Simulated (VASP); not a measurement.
**Co: single point with RPBE**

Crystal: Co.

```
Co
1.0
     0.00000    2.45276    2.45276
     2.45276    0.00000    2.45276
     2.45276    2.45276    0.00000
Co
2
Cartesian
  0.6132 0.6132 0.6132
  4.2923 4.2923 4.2923
```

This isn't the form of Co at room conditions, which is hcp.

- Program: VASP 6.6.1
- Task: single point
- Functional: RPBE
- Potentials or basis: VASP PAW PBE potentials, release 64 (Co_sv)
- Cutoff: 690 eV
- k mesh: 12 × 12 × 12
- Occupations: fermi-dirac, width 0.1 eV
- Spin: no spin polarisation
- Dipole correction: no
- Further INCAR settings: ALGO = Normal; EDIFF = 1e-06; NBANDS = 24

```yaml
Pressure: 4.4 GPa
Band_gap_on_the_k_mesh: zero (bands 17 and 18 overlap by 0.75 eV)
```

Levels at points of the mesh, in eV from the Fermi level:
| k point | band 15 | band 16 | band 17 | band 18 | band 19 | band 20 |
| --- | --- | --- | --- | --- | --- | --- |
| (0.00, 0.00, 0.00) | -1.05 | -1.05 | -1.05 | 0.30 | 0.30 | 13.32 |
| (0.50, 0.00, 0.00) | -1.56 | -0.59 | -0.59 | 0.10 | 0.10 | 1.50 |
| (0.50, 0.50, 0.00) | -1.34 | -1.34 | 0.27 | 0.27 | 1.87 | 1.87 |

Run time: 35 s on 1 thread of Intel(R) Xeon(R) 6975P-C (Granite Rapids), with other jobs on the host, peak memory 0.19 GiB.

Caveat: the cell stands under pressure; the PAW data sets were made with another functional, which shifts forces and pressure a little; the run has no spin polarisation, though such a crystal can be magnetic. Spin polarisation is off, so any magnetic state and its effect on volume and gap are missing.
